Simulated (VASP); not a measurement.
Write the native input for VASP 6.6.1 that does the following.

```
Task                   : single point
Functional             : PBE
Potentials or basis    : VASP PAW PBE potentials, release 64 (Cu, O)
Cutoff                 : 520 eV
k mesh                 : 10 × 10 × 5
Occupations            : fermi-dirac, width 0.05 eV
Spin                   : no spin polarisation
Dipole correction      : no
Further INCAR settings : ALGO = Normal; EDIFF = 1e-07; NBANDS = 25
```

The structure of CuO lies in POSCAR:

```
CuO
1.0
    2.2744150375     -1.7062366307      0.0718225965
    2.2844578280      1.7199798046      0.0474979029
   -0.6985227855     -0.0384408969      5.0597488874
Cu O
2 2
Direct
    0.0142532200      0.4796454100      0.0604322300
    0.4708797100      0.1540682100      0.4741201700
    0.5692681500      0.2960328600      0.2639427200
    0.4455989200      0.5702535100      0.7015048700
```

This cell differs from its parent crystal: volume scaled by 0.96.

One way to write it, as run:

INCAR

```
SYSTEM = CuO
PREC = Accurate
ENCUT = 520
EDIFF = 1E-7
ISMEAR = -1
SIGMA = 0.05
LREAL = .False.
LASPH = .True.
NELM = 80
ALGO = Normal
ISIF = 2
LWAVE = .False.
LCHARG = .False.
GGA = PE
NBANDS = 25
```

KPOINTS

```
Automatic mesh
0
Gamma
  10 10 5
  0 0 0
```

Potentials or basis: VASP PAW PBE potentials, release 64 (Cu, O).

Run with:

```bash
$ cat potpaw_PBE.64/Cu/POTCAR potpaw_PBE.64/O/POTCAR > POTCAR
$ mpirun -np 1 vasp_std > vasp.out
```

Results of the run:

```
Pressure               : 111.1 GPa
Largest force          : 43.245 eV/Å
Band gap on the k mesh : zero (band 17 reaches 6.74 eV, above the bottom of band 18 at 6.27 eV)
```

Caveat: semilocal functionals often make such compounds metallic where correlation or magnetic order opens a gap, which also shifts bond lengths; forces of over 1 eV/Å act on the atoms, so gaps and moduli don't describe the material at rest.

It took 100 s on 1 thread of Intel(R) Xeon(R) 6975P-C (Granite Rapids), with other jobs on the host, peak memory 0.31 GiB.
